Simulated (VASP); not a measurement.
AgCl, 4 atoms in the cell. It takes space group Cmcm (No. 63, orthorhombic). The conventional cell has a = 3.665 Å, b = 10.886 Å, c = 3.844 Å, α = 90.00°, β = 90.00°, γ = 90.00°. Ag (site symmetry m2m) has 7 Cl at 2.68 to 3.17 Å and 2 Ag at 2.96 Å within 3.5 Å. Cl (site symmetry m2m) has 7 Ag at 2.68 to 3.17 Å and 10 Cl at 3.50 to 3.84 Å within 3.9 Å. 

* Program: VASP 6.6.1
* Task: electric field gradients
* Functional: PBE
* Potentials or basis: VASP PAW PBE potentials, release 64 (Ag, Cl)
* Cutoff: 520 eV
* k mesh: 9 × 9 × 8
* Occupations: fermi-dirac, width 0.03 eV
* Spin: no spin polarisation
* Dipole correction: no
* Further INCAR settings: ALGO = Normal; EDIFF = 1e-08; NBANDS = 26

Potentials or basis: VASP PAW PBE potentials, release 64 (Ag, Cl).

Launch:

```bash
$ cat potpaw_PBE.64/Ag/POTCAR potpaw_PBE.64/Cl/POTCAR > POTCAR
$ mpirun -np 1 vasp_std > vasp.out
```

Hardware: 1 thread of Intel Xeon 8259CL, with other jobs on the host.

Problem. How long does it take, and how much memory?

Solution. Wall time 6.1 min on 1 thread of Intel Xeon 8259CL (shared host), peak memory 0.38 GiB. Counts: scf iterations 16, k points 125.
